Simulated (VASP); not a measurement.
# InPd (P4/mmm) in VASP: notebook, part 2 of 2

VASP 6.6.1.

### Step 3. Single point, LDA

This run uses another cell than the first one, of the same volume but with other edges.

Contents of INCAR:

```
SYSTEM = InPd
PREC = Accurate
ENCUT = 520
EDIFF = 1E-6
ISMEAR = 0
SIGMA = 0.15
LREAL = .FALSE.
LASPH = .TRUE.
NELM = 60
ALGO = Fast
ISIF = 2
LWAVE = .FALSE.
LCHARG = .FALSE.
NBANDS = 18
```

Contents of KPOINTS:

```
regular mesh
0
G
  16 16 16
  0 0 0
```

Contents of POSCAR:

```
InPd
1.0
    2.9150646998      0.0000000000      0.0000000000
    0.0000000000      2.9150646998      0.0000000000
    0.0000000000      0.0000000000      4.1219014855
In Pd
1 1
Direct
    0.0000000000      0.0000000000      0.0000000000
    0.5000000000      0.5000000000      0.5000000000
```

Potentials or basis: VASP PAW LDA potentials, release 64 (In_d, Pd).

Command:

```
cat potpaw_LDA.64/In_d/POTCAR potpaw_LDA.64/Pd/POTCAR > POTCAR
mpirun -np 1 vasp_std > vasp.out
```

OUTCAR:

```text
SYSTEM = InPd
   PREC = Accurate
   ENCUT = 520
   EDIFF = 1E-6
   ISMEAR = 0
   LREAL = .FALSE.
   LASPH = .TRUE.
   NELM = 60
   ISIF = 2

 ion  position               nearest neighbor table
   1  0.000  0.000  0.000-   2 2.91   2 2.91   2 2.91   2 2.91   2 2.91   2 2.91   2 2.91   2 2.91

   2  0.500  0.500  0.500-   1 2.91   1 2.91   1 2.91   1 2.91   1 2.91   1 2.91   1 2.91   1 2.91

  LATTYP: Found a simple tetragonal cell.
 ALAT       =     2.9150646998
 C/A-ratio  =     1.4140000000

  Lattice vectors:

 A1 = (   2.9150646998,   0.0000000000,   0.0000000000)
 A2 = (   0.0000000000,   2.9150646998,   0.0000000000)
 A3 = (   0.0000000000,   0.0000000000,   4.1219014855)

Analysis of symmetry for initial positions (statically):
=====================================================================
 Subroutine PRICEL returns:
 Original cell was already a primitive cell.

 Routine SETGRP: Setting up the symmetry group for a
 simple tetragonal supercell.

 Subroutine GETGRP returns: Found 16 space group operations
 (whereof 16 operations were pure point group operations)
 out of a pool of 16 trial point group operations.

The static configuration has the point symmetry D_4h.

Analysis of symmetry for dynamics (positions and initial velocities):
=====================================================================
 Subroutine PRICEL returns:
 Original cell was already a primitive cell.

 Routine SETGRP: Setting up the symmetry group for a
 simple tetragonal supercell.

 Subroutine GETGRP returns: Found 16 space group operations
 (whereof 16 operations were pure point group operations)
 out of a pool of 16 trial point group operations.

The dynamic configuration has the point symmetry D_4h.

 Subroutine INISYM returns: Found 16 space group operations
 (whereof 16 operations are pure point group operations),
 and found     1 'primitive' translations

[... 105 lines left out ...]
   NELECT =      23.0000    total number of electrons
   NUPDOWN=      -1.0000    fix difference up-down
   EMIN   =  10.00;   EMAX   =-10.00  energy-range for DOS
   EFERMI =   0.00;   METHOD = LEGACY
   ISMEAR =     0;   SIGMA  =   0.15  broadening in eV -4-tet -1-fermi 0-gaus
   EFERMI_NEDOS =   21; number of points for ismear=-14 and -15
   IALGO  =     68    algorithm
   IMIX   =      4    mixing-type and parameters
     AMIX     =   0.40;   BMIX     =  1.00
     AMIX_MAG =   1.60;   BMIX_MAG =  1.00
  volume/ion in A,a.u.               =      17.51       118.18
  Fermi-wavevector in a.u.,A,eV,Ry     =   1.422938  2.688964 27.548447  2.024754
  Thomas-Fermi vector in A             =   2.543589
   LORBIT       =      0    0 simple, 1 ext, 2 COOP (PROOUT), +10 PAW based schemes
   GGA     = CA    functional components
   LHFCALC =     F    Hartree Fock is set to
   AEXX    =    0.0000 exact exchange contribution
   IVDW    =     0    specifies the selected vdW correction
   LEPSILON=     F    determine dielectric tensor
   LRPA    =     F    only Hartree local field effects (RPA)
 non-spin polarized calculation
 RMM-DIIS sequential band-by-band and
 Gauss-broadening in eV      SIGMA  =   0.15
  energy-cutoff  :      520.00
  volume of cell :       35.03
 maximum number of plane-waves:       962
 NGX is ok and might be reduce to    24

 number of electron      22.9999997 magnetization

 Free energy of the ion-electron system (eV)
  ---------------------------------------------------
  ext. energy  EPLUGINS =         0.00000000
  ---------------------------------------------------
  free energy    TOTEN  =       -10.54568605 eV

  energy without entropy =      -10.53386495  energy(sigma->0) =      -10.53977550

 E-fermi :  10.2795     XC(G=0): -12.5394

 val. band max:       10.2787704467   @ k =   0.4375   0.0625   0.0625
 cond. band min:      10.2830303009   @ k =   0.4375   0.1875   0.1875
 fundamental gap:      0.0042598542
 Fermi energy:        10.2795312416

 k-point     1 :       0.0000    0.0000    0.0000
  band No.  band energies     occupation
      1      -5.1935      2.00000
      2      -4.7770      2.00000
      3      -4.2882      2.00000
      4      -4.2882      2.00000
      5      -4.1775      2.00000
      6      -0.0525      2.00000
[... 481 lines left out ...]
      5      -4.1788      2.00000
      6       4.8095      2.00000
[... 10 lines left out ...]
     17      20.4525      0.00000
     18      21.6903      0.00000

 [... further k-points ...]
[... 5 lines left out ...]
  --------------------------------------------------------------------------------------
  -------------------------------------------------------------------------------------
  Total       -0.4981001     -0.4981001     -2.8299497      0.0000000     -0.0000000      0.0000000
  in kB      -22.7841697    -22.7841697   -129.4479858      0.0000000     -0.0000000      0.0000000
  external PRESSURE =     -58.3387751 kB  Pullay stress =       0.0000000 kB

 VOLUME and BASIS-vectors are now :
 -----------------------------------------------------------------------------
  energy-cutoff  :      520.00
  volume of cell :       35.03
      direct lattice vectors                 reciprocal lattice vectors
     2.915064700  0.000000000  0.000000000     0.343045559  0.000000000  0.000000000
     0.000000000  2.915064700  0.000000000     0.000000000  0.343045559  0.000000000
     0.000000000  0.000000000  4.121901485     0.000000000  0.000000000  0.242606478

 POSITION                                       TOTAL-FORCE (eV/Angst)
 -----------------------------------------------------------------------------------
      0.00000      0.00000      0.00000         0.000000      0.000000      0.000000
      1.45753      1.45753      2.06095         0.000000      0.000000      0.000000
 -----------------------------------------------------------------------------------
    total drift:                                0.000000      0.000000     -0.000000

  FREE ENERGIE OF THE ION-ELECTRON SYSTEM (eV)
  ---------------------------------------------------
  free  energy   TOTEN  =       -10.5456860540 eV

  energy  without entropy=      -10.5338649527  energy(sigma->0) =      -10.53977550
```

OSZICAR:

```text
N       E                     dE             d eps       ncg     rms          rms(c)
DAV:   1     0.166905402363E+03    0.16691E+03   -0.11202E+04 14918   0.167E+03
DAV:   2    -0.148553769928E+01   -0.16839E+03   -0.16148E+03 14844   0.366E+02
DAV:   3    -0.106222934475E+02   -0.91368E+01   -0.90361E+01 16886   0.906E+01
DAV:   4    -0.108234229328E+02   -0.20113E+00   -0.20097E+00 17812   0.120E+01
DAV:   5    -0.108327053634E+02   -0.92824E-02   -0.92818E-02 20258   0.248E+00    0.693E+00
RMM:   6    -0.106040947717E+02    0.22861E+00   -0.42068E-01 16698   0.662E+00    0.344E+00
RMM:   7    -0.105594998292E+02    0.44595E-01   -0.64857E-02 17619   0.249E+00    0.158E+00
RMM:   8    -0.105467345524E+02    0.12765E-01   -0.28027E-02 18299   0.149E+00    0.387E-01
RMM:   9    -0.105456376834E+02    0.10969E-02   -0.41883E-03 21395   0.103E+00    0.150E-01
RMM:  10    -0.105457069223E+02   -0.69239E-04   -0.13100E-03 20073   0.315E-01    0.113E-01
RMM:  11    -0.105456912972E+02    0.15625E-04   -0.30424E-04 23328   0.170E-01    0.760E-02
RMM:  12    -0.105457009785E+02   -0.96813E-05   -0.71549E-05 21918   0.705E-02    0.446E-02
RMM:  13    -0.105456852722E+02    0.15706E-04   -0.49095E-05 17490   0.720E-02    0.259E-02
RMM:  14    -0.105456864019E+02   -0.11297E-05   -0.10666E-05 21263   0.293E-02    0.509E-02
RMM:  15    -0.105456860540E+02    0.34797E-06   -0.20299E-06 10499   0.139E-02
   1 F= -.10545686E+02 E0= -.10539776E+02  d E =-.118211E-01
```

Run time: 77 s. Hardware: 1 thread of Intel Xeon 6975P-C (Granite Rapids), shared host; peak memory 0.35 GiB.

Results:

```
Free energy : -10.5457 eV
Pressure    : -5.8 GPa
```

Caveat: spin-orbit coupling is left out, which moves the levels of the heavy elements.
